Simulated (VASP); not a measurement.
# InP: single point with PBE

Crystal: InP.

```xyz
2
Lattice="4.0988 0.0000 0.0000 2.0494 3.5497 0.0000 2.0494 1.1832 3.3467" Properties=species:S:1:pos:R:3 pbc="T T T"
In    0.0000    0.0000    0.0000
P     2.0494    1.1832    0.8367
```

| Property | Result |
| --- | --- |
| Program | VASP 6.6.1 |
| Task | single point |
| Functional | PBE |
| Potentials or basis | VASP PAW PBE potentials, release 64 (In_d, P) |
| Cutoff | 520 eV |
| k mesh | 6 × 6 × 6 |
| Occupations | gaussian, width 0.01 eV |
| Spin | no spin polarisation |
| Dipole correction | no |
| Further INCAR settings | ALGO = Normal; EDIFF = 1e-06; NBANDS = 16 |

The pressure is 5.9 GPa and the band gap on the k mesh is 0.89 eV, direct.

Levels at points of the mesh, in eV from the valence-band top:
```
           k point  band 6  band 7  band 8  band 9  band 10  band 11  band 12  band 13
(0.00, 0.00, 0.00)  -11.75    0.00    0.00    0.00     0.89     4.08     4.08     4.08
(0.50, 0.00, 0.00)   -9.91   -5.91   -1.02   -1.02     1.58     4.81     4.81     7.16
(0.50, 0.50, 0.00)   -9.22   -5.90   -2.44   -2.44     1.70     2.26     9.42     9.82
```

It took 19 s on 1 thread of Intel(R) Xeon(R) Platinum 8488C (Sapphire Rapids), on a shared host, peak memory 0.16 GiB.

Caveat: spin-orbit coupling is left out, which moves the levels of the heavy elements. Expect the measured gap to be larger: semilocal functionals such as PBE lack the derivative discontinuity.
